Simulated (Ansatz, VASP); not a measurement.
## BeTe in VASP and in Ansatz

File POSCAR:

```
BeTe
1.0
    0.0000000000      2.8286236255      2.9134823342
    2.8286236255      0.0000000000      2.9134823342
    2.8286236255      2.8286236255      0.0000000000
Be Te
1 1
Direct
    0.0000000000      0.0000000000      0.0000000000
    0.2500000000      0.2500000000      0.2500000000
```

INCAR.step1

```
SYSTEM = BeTe
ALGO = Normal ; EDIFF = 1E-4
ENCUT = 520 ; GGA = PE
ISMEAR = 0 ; LASPH = .TRUE.
LCHARG = .FALSE. ; LREAL = .FALSE.
LWAVE = .TRUE. ; NBANDS = 11
NELM = 80 ; PREC = Accurate
SIGMA = 0.01
```

File INCAR.step2:

```
SYSTEM = BeTe
ALGO = Normal ; EDIFF = 1E-6
ENCUT = 520 ; ISIF = 2
ISMEAR = 0 ; ISTART = 1
LASPH = .TRUE. ; LCHARG = .TRUE.
LELF = .TRUE. ; LMIXTAU = .TRUE.
LREAL = .FALSE. ; LVHAR = .TRUE.
LWAVE = .FALSE. ; METAGGA = R2SCAN
NBANDS = 11 ; NELM = 80
PREC = Accurate ; SIGMA = 0.01
```

The input KPOINTS:

```
k-points
0
G
  8 8 8
  0 0 0
```

Input for Ansatz:

```yaml
crystal:
  lattice:
    - [0.0, 2.8286236255, 2.9134823342]
    - [2.8286236255, 0.0, 2.9134823342]
    - [2.8286236255, 2.8286236255, 0.0]
  atoms:
    - { symbol: Be, position: [0.0, 0.0, 0.0] }
    - { symbol: Te, position: [0.25, 0.25, 0.25] }
kpoints:
  mp_grid: { grid: [8, 8, 8] }
  band_path:
    path:
      - [0.0, 0.0, 0.0]
      - [-0.5, -0.5, 0.0]
      - [-0.375, -0.375, 0.25]
      - [-0.375, 0.0, 0.375]
      - [0.0, 0.0, 0.5]
      - [-0.5, -0.25, 0.25]
      - [0.0, 0.5, 0.5]
    npoints: 1
hamiltonian:
  xc: r2scan
scf:
  occupations: { method: fixed }
  n_extra_bands: 4
output:
  forces: true
  stress: true
  eigenvalues: true
  write_density: true
  write_potential: true
  elf: true
  volumetric_format: npy
```

Change from the starting cell: uniaxial_z strain +3.0%.

Alike in both runs: task single point; functional r2SCAN; k mesh 8 × 8 × 8; no spin polarisation.

|  | VASP | Ansatz |
| --- | --- | --- |
| version | VASP 6.6.1 | Ansatz 0.2.0 |
| potentials or method | VASP PAW PBE potentials, release 64 (Be, Te) | plane waves, PAW |
| plane-wave cutoff (eV) | 520 | 500 |
| occupations | gaussian, width 0.01 eV | fixed |
| valence electrons in the cell | 8 | 18 |

```csv
,VASP,Ansatz,Ansatz less VASP
gap on the k mesh at the Fermi level (eV),2.32,2.32,+0.005
pressure (GPa),-1.5,-1.7,-0.13
"traceless stress, the component that is largest in VASP (GPa)",-1.27,-1.27,-0.006
```

VASP's potentials were made for PBE, not for r2SCAN. VASP's potentials hold 8 valence electrons a cell and Ansatz's 18, so a difference there can come from the potentials and not from the codes.

Neither program's run includes spin-orbit coupling.
